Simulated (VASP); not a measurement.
A run of VASP 6.6.1 is set up as follows.

INCAR

```
SYSTEM = TaN
PREC     = Accurate       ! precision mode
ENCUT    = 600            ! plane-wave cutoff, eV
EDIFF    = 1E-6           ! SCF threshold, eV
ISMEAR   = 0              ! smearing method
SIGMA    = 0.1            ! smearing width, eV
LREAL    = .FALSE.        ! projectors in reciprocal space
LASPH    = .TRUE.         ! aspherical terms in the spheres
NELM     = 100            ! most SCF steps
ALGO     = Normal         ! electronic algorithm
ISIF     = 3              ! what is computed and relaxed
LWAVE    = .FALSE.        ! write WAVECAR
LCHARG   = .FALSE.        ! write CHGCAR
GGA      = PS             ! functional
IBRION   = 2              ! ionic algorithm
NSW      = 100            ! ionic steps
EDIFFG   = -0.05          ! ionic threshold
```

The input KPOINTS:

```
regular mesh
0
G
  6 6 4
  0 0 0
```

File POSCAR:

```
TaN
1.0
    3.0500010905      0.0000000000      0.0000000000
   -1.5250005453      2.6413784260      0.0000000000
    0.0000000000      0.0000000000      4.9400000000
Ta N
2 2
Direct
    0.3333333333      0.6666666667      0.0000000000
    0.6666666667      0.3333333333      0.5000000000
    0.3333333333      0.6666666667      0.3850000000
    0.6666666667      0.3333333333      0.8850000000
```

Potentials or basis: VASP PAW PBE potentials, release 64 (Ta_pv, N).

Launch:

```console
$ cat potpaw_PBE.64/Ta_pv/POTCAR potpaw_PBE.64/N/POTCAR > POTCAR
$ mpirun -np 1 vasp_std > vasp.out
```

(1) Predict the band gap on the k mesh.

(2) Estimate the relaxed cell.

(3) What does it give for the space group after relaxing (to 0.1 Å)?

Answers

(1) zero (bands 16 and 17 overlap by 0.24 eV).

(2) a = 3.124 Å, b = 3.124 Å, c = 6.057 Å, α = 90.00°, β = 90.00°, γ = 120.00°.

(3) P6_3mc (No. 186).

Caveat: the k points lie up to 0.39 Å⁻¹ apart in the final cell; spin-orbit coupling is left out, which moves the levels of the heavy elements.
